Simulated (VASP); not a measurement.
# TaAl2O4 (P4/mmm) in VASP: notebook

The runs below take TaAl2O4 through single point, relaxation of cell and atoms, with PBE.

Everything below comes from runs of VASP 6.6.1. Logs are shortened: lines on timing, memory, paths and dates and some standing lists are left out, and cuts for length are marked.

### Step 1. The cell of the first run

It takes space group P4/mmm (No. 123, tetragonal). Conventional cell: a = 5.168 Å, b = 5.168 Å, c = 2.584 Å, α = 90.00°, β = 90.00°, γ = 90.00°. Within 3.0 Å of Ta (site symmetry 4/mmm) lie 8 O at 2.24 Å and 2 Ta at 2.58 Å and 4 Al at 2.58 Å. Within 3.0 Å of Al (site symmetry mmm) lie 8 O at 2.24 Å and 2 Al at 2.58 Å and 2 Ta at 2.58 Å. O (site symmetry m2m) has 4 Al at 2.24 Å and 2 Ta at 2.24 Å and 6 O at 2.58 Å within 3.0 Å.

### Step 2. Single point, PBE

The input, INCAR:

```
SYSTEM = TaAl2O4
ALGO     = Normal         ! electronic algorithm
EDIFF    = 1E-6           ! SCF threshold, eV
ENCUT    = 520            ! plane-wave cutoff, eV
GGA      = PE             ! functional
ISIF     = 2              ! what is computed and relaxed
ISMEAR   = 0              ! smearing method
LASPH    = .TRUE.         ! aspherical terms in the spheres
LCHARG   = .FALSE.        ! write CHGCAR
LREAL    = .FALSE.        ! projectors in reciprocal space
LWAVE    = .FALSE.        ! write WAVECAR
NBANDS   = 30             ! bands
NELM     = 100            ! most SCF steps
PREC     = Accurate       ! precision mode
SIGMA    = 0.1            ! smearing width, eV
```

The input, KPOINTS:

```
k-points
0
G
  4 4 6
  0 0 0
```

The input, POSCAR:

```
TaAl2O4
1.0
    5.1677946900      0.0000000000      0.0000000000
    0.0000000000      5.1677946900      0.0000000000
    0.0000000000      0.0000000000      2.5838973400
Ta Al O
1 2 4
Direct
    0.0000000000      0.0000000000      0.0000000000
    0.0000000000      0.5000000000      0.0000000000
    0.5000000000      0.0000000000      0.0000000000
    0.2500000000      0.7500000000      0.5000000000
    0.2500000000      0.2500000000      0.5000000000
    0.7500000000      0.7500000000      0.5000000000
    0.7500000000      0.2500000000      0.5000000000
```

Potentials or basis: VASP PAW PBE potentials, release 64 (Ta_pv, Al, O).

Run with:

```sh
$ cat potpaw_PBE.64/Ta_pv/POTCAR potpaw_PBE.64/Al/POTCAR potpaw_PBE.64/O/POTCAR > POTCAR
$ mpirun -np 1 vasp_std > vasp.out
```

OUTCAR:

```text
SYSTEM = TaAl2O4
   EDIFF = 1E-6
   ENCUT = 520
   GGA = PE
   ISIF = 2
   ISMEAR = 0
   LASPH = .TRUE.
   LREAL = .FALSE.
   NELM = 100
   PREC = Accurate

 ion  position               nearest neighbor table
   1  0.000  0.000  0.000-   4 2.24   5 2.24   6 2.24   7 2.24   4 2.24   5 2.24   6 2.24   7 2.24
                             2 2.58   3 2.58   2 2.58   3 2.58
   2  0.000  0.500  0.000-   4 2.24   5 2.24   6 2.24   7 2.24   4 2.24   5 2.24   6 2.24   7 2.24
                             1 2.58   1 2.58
   3  0.500  0.000  0.000-   4 2.24   5 2.24   6 2.24   7 2.24   4 2.24   5 2.24   6 2.24   7 2.24
                             1 2.58   1 2.58
   4  0.250  0.750  0.500-   1 2.24   2 2.24   3 2.24   1 2.24   2 2.24   3 2.24
   5  0.250  0.250  0.500-   1 2.24   2 2.24   3 2.24   1 2.24   2 2.24   3 2.24
   6  0.750  0.750  0.500-   1 2.24   2 2.24   3 2.24   1 2.24   2 2.24   3 2.24
   7  0.750  0.250  0.500-   1 2.24   2 2.24   3 2.24   1 2.24   2 2.24   3 2.24

  LATTYP: Found a simple tetragonal cell.
 ALAT       =     5.1677946900
 C/A-ratio  =     0.4999999990

  Lattice vectors:

 A1 = (   5.1677946900,   0.0000000000,   0.0000000000)
 A2 = (   0.0000000000,   5.1677946900,   0.0000000000)
 A3 = (   0.0000000000,   0.0000000000,   2.5838973400)

Analysis of symmetry for initial positions (statically):
=====================================================================
 Subroutine PRICEL returns:
 Original cell was already a primitive cell.

 Routine SETGRP: Setting up the symmetry group for a
 simple tetragonal supercell.

 Subroutine GETGRP returns: Found 16 space group operations
 (whereof 16 operations were pure point group operations)
 out of a pool of 16 trial point group operations.

The static configuration has the point symmetry D_4h.

Analysis of symmetry for dynamics (positions and initial velocities):
=====================================================================
 Subroutine PRICEL returns:
 Original cell was already a primitive cell.

 Routine SETGRP: Setting up the symmetry group for a
 simple tetragonal supercell.

 Subroutine GETGRP returns: Found 16 space group operations
 (whereof 16 operations were pure point group operations)
 out of a pool of 16 trial point group operations.

The dynamic configuration has the point symmetry D_4h.

 Subroutine INISYM returns: Found 16 space group operations
 (whereof 16 operations are pure point group operations),
 and found     1 'primitive' translations

[... 109 lines left out ...]
   ISIF   =      2    stress and relaxation
   ISYM   =      2    0-nonsym 1-usesym 2-fastsym
   POTIM  = 0.5000    time-step for ionic-motion
   TEBEG  =    0.0;   TEEND  =   0.0 temperature during run
   PSTRESS=    0.0 pullay stress
   NELECT =      41.0000    total number of electrons
   NUPDOWN=      -1.0000    fix difference up-down
   EMIN   =  10.00;   EMAX   =-10.00  energy-range for DOS
   EFERMI =   0.00;   METHOD = LEGACY
   ISMEAR =     0;   SIGMA  =   0.10  broadening in eV -4-tet -1-fermi 0-gaus
   EFERMI_NEDOS =   21; number of points for ismear=-14 and -15
   IALGO  =     38    algorithm
   IMIX   =      4    mixing-type and parameters
     AMIX     =   0.40;   BMIX     =  1.00
     AMIX_MAG =   1.60;   BMIX_MAG =  1.00
  volume/ion in A,a.u.               =       9.86        66.52
  Fermi-wavevector in a.u.,A,eV,Ry     =   1.376282  2.600796 25.771516  1.894153
  Thomas-Fermi vector in A             =   2.501541
   LORBIT       =      0    0 simple, 1 ext, 2 COOP (PROOUT), +10 PAW based schemes
   GGA     = PE    functional components
   LHFCALC =     F    Hartree Fock is set to
   AEXX    =    0.0000 exact exchange contribution
   IVDW    =     0    specifies the selected vdW correction
   LEPSILON=     F    determine dielectric tensor
   LRPA    =     F    only Hartree local field effects (RPA)
 non-spin polarized calculation
 Gauss-broadening in eV      SIGMA  =   0.10
  energy-cutoff  :      520.00
  volume of cell :       69.01
 maximum number of plane-waves:      1892
 NGX is ok and might be reduce to    40
   NGX = 19   NGY = 19   NGZ =  9

 number of electron      41.0000026 magnetization

 Free energy of the ion-electron system (eV)
  ---------------------------------------------------
  ext. energy  EPLUGINS =         0.00000000
  ---------------------------------------------------
  free energy    TOTEN  =       -48.90113233 eV

  energy without entropy =      -48.89428017  energy(sigma->0) =      -48.89770625

 E-fermi :   8.9158     XC(G=0): -11.7920

 val. band max:        8.8073347706   @ k =   0.2500   0.0000   0.1667
 cond. band min:       8.9594119820   @ k =   0.5000   0.2500   0.1667
 fundamental gap:      0.1520772114
 Fermi energy:         8.9157714136

 k-point     1 :       0.0000    0.0000    0.0000
  band No.  band energies     occupation
      1     -26.8566      2.00000
      2     -26.8566      2.00000
      3     -25.7878      2.00000
      4     -13.4149      2.00000
      5     -11.6349      2.00000
      6     -11.6349      2.00000
[... 781 lines left out ...]
     29      14.6371      0.00000
     30      16.7108      0.00000

------------------------ aborting loop because EDIFF is reached ----------------------------------------

  FORCE on cell =-STRESS in cart. coord.  units (eV):
  Direction    XX          YY          ZZ          XY          YZ          ZX
  --------------------------------------------------------------------------------------
  -------------------------------------------------------------------------------------
  Total        0.9639233      0.9639233     10.5973516      0.0000000      0.0000000      0.0000000
  in kB       22.3803719     22.3803719    246.0493201      0.0000000      0.0000000      0.0000000
  external PRESSURE =      96.9366880 kB  Pullay stress =       0.0000000 kB

 VOLUME and BASIS-vectors are now :
 -----------------------------------------------------------------------------
  energy-cutoff  :      520.00
  volume of cell :       69.01
      direct lattice vectors                 reciprocal lattice vectors
     5.167794690  0.000000000  0.000000000     0.193506139  0.000000000  0.000000000
     0.000000000  5.167794690  0.000000000     0.000000000  0.193506139  0.000000000
     0.000000000  0.000000000  2.583897340     0.000000000  0.000000000  0.387012280

 POSITION                                       TOTAL-FORCE (eV/Angst)
 -----------------------------------------------------------------------------------
      0.00000      0.00000      0.00000        -0.000000      0.000000     -0.000000
      0.00000      2.58390      0.00000        -0.000000      0.000000     -0.000000
      2.58390      0.00000      0.00000        -0.000000      0.000000     -0.000000
      1.29195      3.87585      1.29195        -0.951334      0.951334     -0.000000
      1.29195      1.29195      1.29195        -0.951334     -0.951334      0.000000
      3.87585      3.87585      1.29195         0.951334      0.951334      0.000000
      3.87585      1.29195      1.29195         0.951334     -0.951334     -0.000000
 -----------------------------------------------------------------------------------
    total drift:                                0.000000      0.000000      0.000000

  FREE ENERGIE OF THE ION-ELECTRON SYSTEM (eV)
  ---------------------------------------------------
  free  energy   TOTEN  =       -48.9011323289 eV

  energy  without entropy=      -48.8942801670  energy(sigma->0) =      -48.89770625
```

OSZICAR:

```text
N       E                     dE             d eps       ncg     rms          rms(c)
DAV:   1     0.283152614206E+03    0.28315E+03   -0.21594E+04  1440   0.132E+03
DAV:   2    -0.360749954323E+02   -0.31923E+03   -0.30764E+03  1778   0.343E+02
DAV:   3    -0.535549460063E+02   -0.17480E+02   -0.17292E+02  1712   0.788E+01
DAV:   4    -0.537739724649E+02   -0.21903E+00   -0.21881E+00  1760   0.947E+00
DAV:   5    -0.537767251249E+02   -0.27527E-02   -0.27525E-02  1778   0.102E+00    0.268E+01
DAV:   6    -0.493738708119E+02    0.44029E+01   -0.20308E+01  1646   0.287E+01    0.123E+01
DAV:   7    -0.489721414662E+02    0.40173E+00   -0.24157E+00  1634   0.101E+01    0.908E+00
DAV:   8    -0.488995567738E+02    0.72585E-01   -0.19093E-01  1656   0.332E+00    0.110E+00
DAV:   9    -0.489000657648E+02   -0.50899E-03   -0.15374E-02  1812   0.759E-01    0.353E-01
DAV:  10    -0.489012578295E+02   -0.11921E-02   -0.29059E-03  1646   0.378E-01    0.833E-02
DAV:  11    -0.489011015035E+02    0.15633E-03   -0.38033E-04  1656   0.132E-01    0.340E-02
DAV:  12    -0.489011343805E+02   -0.32877E-04   -0.10632E-04  1650   0.572E-02    0.210E-02
DAV:  13    -0.489011321799E+02    0.22006E-05   -0.95413E-06  1810   0.185E-02    0.527E-03
DAV:  14    -0.489011323289E+02   -0.14900E-06   -0.11771E-06  1468   0.638E-03
   1 F= -.48901132E+02 E0= -.48897706E+02  d E =-.685216E-02
```

stdout:

```text
POSCAR found type information on POSCAR TaAlO
 POSCAR found :  3 types and       7 ions
 scaLAPACK will be used
 LDA part: xc-table for (Slater+PW92), standard interpolation
 POSCAR, INCAR and KPOINTS ok, starting setup
 FFT: planning ... GRIDC
 FFT: planning ... GRID_SOFT
 FFT: planning ... GRID
 WAVECAR not read
 entering main loop
```

Run time: 34 s. Hardware: 1 thread of Intel Xeon Platinum 8259CL at 2.50GHz (Skylake/Cascade Lake), shared host; peak memory 0.2 GiB.

What came out:

```
Free energy   : -48.9011 eV
Pressure      : 9.7 GPa
Largest force : 1.345 eV/Å
```

Forces in eV/Å, atoms in the order of the input:
```
Ta   0.000  0.000  0.000
Al   0.000  0.000  0.000
Al   0.000  0.000  0.000
O   -0.951  0.951  0.000
O   -0.951 -0.951  0.000
O    0.951  0.951  0.000
O    0.951 -0.951  0.000
```

Caveat: the k points lie up to 0.41 Å⁻¹ apart; spin-orbit coupling is left out, which moves the levels of the heavy elements; an odd number of electrons without spin polarisation forces a metal; a magnetic or distorted state may lie lower.

### Step 3. Single point, PBE

This run uses another cell than the first one, of 10.77 Å³/atom, 1.092 times its volume.

The input, INCAR:

```
ALGO     = Normal         # electronic algorithm
EDIFF    = 1E-6           # SCF threshold, eV
ENCUT    = 520            # plane-wave cutoff, eV
GGA      = PE             # functional
ISIF     = 2              # what is computed and relaxed
ISMEAR   = 0              # smearing method
LASPH    = T              # aspherical terms in the spheres
LCHARG   = F              # write CHGCAR
LREAL    = F              # projectors in reciprocal space
LWAVE    = F              # write WAVECAR
NBANDS   = 30             # bands
NELM     = 100            # most SCF steps
PREC     = Accurate       # precision mode
SIGMA    = 0.1            # smearing width, eV
```

The input, KPOINTS:

```
k-points
0
Gamma
  8 8 14
```

The input, POSCAR:

```
TaAl2O4
1.0
    5.2870905462      0.0000000000      0.0000000000
    0.0000000000      5.2870905462      0.0000000000
    0.0000000000      0.0000000000      2.6958425218
Ta Al O
1 2 4
Direct
    0.0000000000      0.0000000000      0.0000000000
    0.0000000000      0.5000000000      0.0000000000
    0.5000000000      0.0000000000      0.0000000000
    0.2353811012      0.7646188988      0.5000000000
    0.2353811012      0.2353811012      0.5000000000
    0.7646188988      0.7646188988      0.5000000000
    0.7646188988      0.2353811012      0.5000000000
```

Potentials or basis: VASP PAW PBE potentials, release 64 (Ta_pv, Al, O).

Run with:

```sh
$ cat potpaw_PBE.64/Ta_pv/POTCAR potpaw_PBE.64/Al/POTCAR potpaw_PBE.64/O/POTCAR > POTCAR
$ mpirun -np 1 vasp_std > vasp.out
```

Wall time 6.9 min (1 thread of AMD EPYC, shared host); peak memory 0.32 GiB.

It converged, with:

| Property | Result |
| --- | --- |
| Free energy | -49.3985 eV |
| Pressure | 0.3 GPa |
| Largest force | 0.042 eV/Å |

Forces in eV/Å, atoms in the order of the input:
```
Ta   0.000  0.000  0.000
Al   0.000  0.000  0.000
Al   0.000  0.000  0.000
O    0.030 -0.030  0.000
O    0.030  0.030  0.000
O   -0.030 -0.030  0.000
O   -0.030  0.030  0.000
```

Stress tensor (GPa, compression positive):
```
0.27 0.00 0.00
0.00 0.27 0.00
0.00 0.00 0.41
```

Levels at points of the mesh, in eV from the Fermi level:
| k point | band 18 | band 19 | band 20 | band 21 | band 22 | band 23 |
| --- | --- | --- | --- | --- | --- | --- |
| (0.00, 0.00, 0.00) | -4.07 | -3.94 | -3.66 | -1.85 | 0.07 | 2.84 |
| (0.50, 0.00, 0.00) | -3.87 | -3.81 | -3.21 | -0.62 | 0.18 | 1.07 |
| (0.50, 0.50, 0.00) | -4.25 | -3.96 | -2.78 | 0.84 | 0.84 | 1.03 |
| (0.00, 0.00, 0.50) | -4.14 | -3.41 | -3.15 | 0.65 | 2.79 | 3.50 |
| (0.50, 0.00, 0.50) | -4.14 | -3.37 | -3.23 | 0.48 | 2.82 | 3.16 |
| (0.50, 0.50, 0.50) | -4.93 | -4.61 | -2.40 | 1.01 | 1.01 | 2.73 |

Caveat: spin-orbit coupling is left out, which moves the levels of the heavy elements; an odd number of electrons without spin polarisation forces a metal; a magnetic or distorted state may lie lower.

### Step 4. Relaxation of cell and atoms, PBE

This run uses another cell than the first one, of 10.68 Å³/atom, 1.083 times its volume.

The input, INCAR:

```
SYSTEM = TaAl2O4
PREC = Accurate
ENCUT = 600
EDIFF = 1E-6
ISMEAR = 0
SIGMA = 0.1
LREAL = .False.
LASPH = .True.
NELM = 100
ALGO = Normal
ISIF = 3
LWAVE = .False.
LCHARG = .False.
GGA = PE
IBRION = 2
NSW = 100
EDIFFG = -0.01
```

The input, KPOINTS:

```
regular mesh
0
Gamma
  8 8 14
  0 0 0
```

The input, POSCAR:

```
TaAl2O4
1.0
    5.2642804928      0.0000000000      0.0000000000
    0.0000000000      5.2642804928      0.0000000000
    0.0000000000      0.0000000000      2.6970800784
Ta Al O
1 2 4
Direct
    0.0000000000      0.0000000000      0.0000000000
    0.0000000000      0.5000000000      0.0000000000
    0.5000000000      0.0000000000      0.0000000000
    0.2367528243      0.7632471757      0.5000000000
    0.2367528243      0.2367528243      0.5000000000
    0.7632471757      0.7632471757      0.5000000000
    0.7632471757      0.2367528243      0.5000000000
```

Run with:

```sh
$ cat potpaw_PBE.64/Ta_pv/POTCAR potpaw_PBE.64/Al/POTCAR potpaw_PBE.64/O/POTCAR > POTCAR
$ mpirun -np 1 vasp_std > vasp.out
```

Wall time 17 min (1 thread of AMD EPYC, shared host); peak memory 0.36 GiB.

The run converged. Its results:

```yaml
Free_energy: -49.4064 eV
Relaxed_volume: 10.76 Å³/atom
Relaxed_cell: a = 5.284 Å, b = 5.284 Å, c = 2.697 Å, α = 90.00°, β = 90.00°, γ = 90.00°
Space_group_after_relaxing_to_0.05_Å: P4/mmm (No. 123)
Energy_gained_by_relaxing: 0.3 meV/atom
Ionic_steps: 5
Pressure_after_relaxing: 0.0 GPa
```

Step by step:
```csv
step,energy change (eV),largest force (eV/Å),pressure (GPa),volume (Å³)
1,0.0000,0.0420,0.59,74.74
2,-0.0011,0.0735,-0.22,75.17
3,-0.0011,0.0760,-0.28,75.20
4,-0.0019,0.0139,-0.06,75.29
5,-0.0019,0.0010,0.00,75.31
```

Final structure:
```
Ta Al O
1.0
     5.28404    0.00000    0.00000
     0.00000    5.28404    0.00000
     0.00000    0.00000    2.69709
Ta Al O
1 2 4
Direct
  0.00000 0.00000 0.00000
  0.00000 0.50000 0.00000
  0.50000 0.00000 0.00000
  0.23576 0.76424 0.50000
  0.23576 0.23576 0.50000
  0.76424 0.76424 0.50000
  0.76424 0.23576 0.50000
```

Levels at points of the mesh, in eV from the Fermi level:
| k point | band 17 | band 18 | band 19 | band 20 | band 21 | band 22 | band 23 | band 24 |
| --- | --- | --- | --- | --- | --- | --- | --- | --- |
| (0.00, 0.00, 0.00) | -4.07 | -4.07 | -3.94 | -3.66 | -1.84 | 0.07 | 2.86 | 2.98 |
| (0.50, 0.00, 0.00) | -4.26 | -3.86 | -3.81 | -3.22 | -0.61 | 0.18 | 1.06 | 2.41 |
| (0.50, 0.50, 0.00) | -5.01 | -4.25 | -3.97 | -2.79 | 0.84 | 0.84 | 1.02 | 1.54 |
| (0.00, 0.00, 0.50) | -4.29 | -4.14 | -3.41 | -3.15 | 0.66 | 2.77 | 3.52 | 3.68 |
| (0.50, 0.00, 0.50) | -4.66 | -4.14 | -3.37 | -3.23 | 0.48 | 2.84 | 3.14 | 3.36 |
| (0.50, 0.50, 0.50) | -5.04 | -4.93 | -4.61 | -2.40 | 1.01 | 1.01 | 2.72 | 3.38 |

Caveat: spin-orbit coupling is left out, which moves the levels of the heavy elements; an odd number of electrons without spin polarisation forces a metal; a magnetic or distorted state may lie lower.

(Part 1 of 2 ends here.)
